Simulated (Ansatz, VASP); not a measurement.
One calculation of TiSi, two programs

Contents of INCAR:

```
SYSTEM = TiSi
ALGO     = Normal         ! electronic algorithm
EDIFF    = 1E-7           ! SCF threshold, eV
ENCUT    = 520            ! plane-wave cutoff, eV
GGA      = PS             ! functional
ISIF     = 2              ! what is computed and relaxed
ISMEAR   = 0              ! smearing method
LASPH    = .TRUE.         ! aspherical terms in the spheres
LCHARG   = .FALSE.        ! write CHGCAR
LREAL    = .FALSE.        ! projectors in reciprocal space
LWAVE    = .FALSE.        ! write WAVECAR
NBANDS   = 15             ! bands
NELM     = 100            ! most SCF steps
PREC     = Accurate       ! precision mode
SIGMA    = 0.15           ! smearing width, eV
```

Contents of KPOINTS:

```
k-points
0
G
  18 18 12
  0 0 0
```

Contents of POSCAR:

```
TiSi
1.0
    1.7616926600     -2.0540952800      0.0000000000
    1.7616926600      2.0540952800      0.0000000000
    0.0000000000      0.0000000000      3.6898159800
Ti Si
1 1
Direct
    0.5000000000      0.5000000000      0.0000000000
    0.0000000000      0.0000000000      0.5000000000
```

Input for Ansatz:

```yaml
crystal:
  lattice:
    - [1.76169266, -2.05409528, 0.0]
    - [1.76169266, 2.05409528, 0.0]
    - [0.0, 0.0, 3.68981598]
  atoms:
    - { symbol: Ti, position: [0.5, 0.5, 0.0] }
    - { symbol: Si, position: [0.0, 0.0, 0.5] }
basis:
  ecutwfc: 420
kpoints:
  mp_grid: { grid: [18, 18, 12] }
hamiltonian:
  xc: pbesol
scf:
  occupations: { method: gaussian, width: 0.15 }
output:
  forces: true
  stress: true
  eigenvalues: true
```

Change from the starting cell: strain -0.030 along x and y, -0.030 along z, atoms carried along.

Alike in both runs: task single point; functional PBEsol; k mesh 18 × 18 × 12; occupations gaussian, width 0.15 eV; no spin polarisation.

|  | VASP | Ansatz |
| --- | --- | --- |
| version | VASP 6.6.1 | Ansatz 0.2.0 |
| potentials or method | VASP PAW PBE potentials, release 64 (Ti_sv, Si), cutoff 520 eV | scalar-relativistic, plane waves, PAW |
| valence electrons in the cell | 16 | 16 |

|  | VASP | Ansatz | Ansatz less VASP |
| --- | --- | --- | --- |
| gap on the k mesh at the Fermi level (eV) | none | none | - |
| pressure (GPa) | 10.0 | 10.0 | -0.03 |
| traceless stress, the component that is largest in VASP (GPa) | -2.96 | -2.87 | +0.093 |

VASP's potentials were made for PBE, not for PBEsol. A gap of «none» marks a metal or a gap that the smearing closes. The functional is the same, so the differences come from potentials, cutoffs and numerics.
